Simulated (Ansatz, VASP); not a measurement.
**One calculation of Lu, two programs**

```
Lu
1.0
     3.38145    0.00000    0.00000
     0.00000    5.25787    0.00000
     0.00000    0.00000   16.97610
Lu
2
Direct
  0.75000 0.75000 0.46464
  0.25000 0.25000 0.53536
```

Alike in both runs: functional LDA; k mesh 10 × 6 × 1; occupations fermi-dirac, width 0.1 eV; no spin polarisation.

Ansatz relaxed the structure, and its values are those at the end. VASP's run is a single point on that final structure, the one shown.

```csv
,VASP,Ansatz
version,VASP 6.6.1,Ansatz 0.2.0
potentials or method,"VASP PAW PBE potentials, release 64 (Lu)","PAW with Ansatz's default frozen-core files, scalar-relativistic"
plane-wave cutoff (eV),520,420
valence electrons in the cell,50,50
```

```tsv
	VASP	Ansatz	Ansatz less VASP
rms of the force components (eV/Å)	0.005	0.000	-0.0046
```

VASP's potentials were made for PBE, not for LDA. LDA's correlation is that of Perdew and Zunger in VASP and of Perdew and Wang (1992) in Ansatz. Ansatz's warnings: stress scf threshold loose.

Spin-orbit coupling is off throughout.
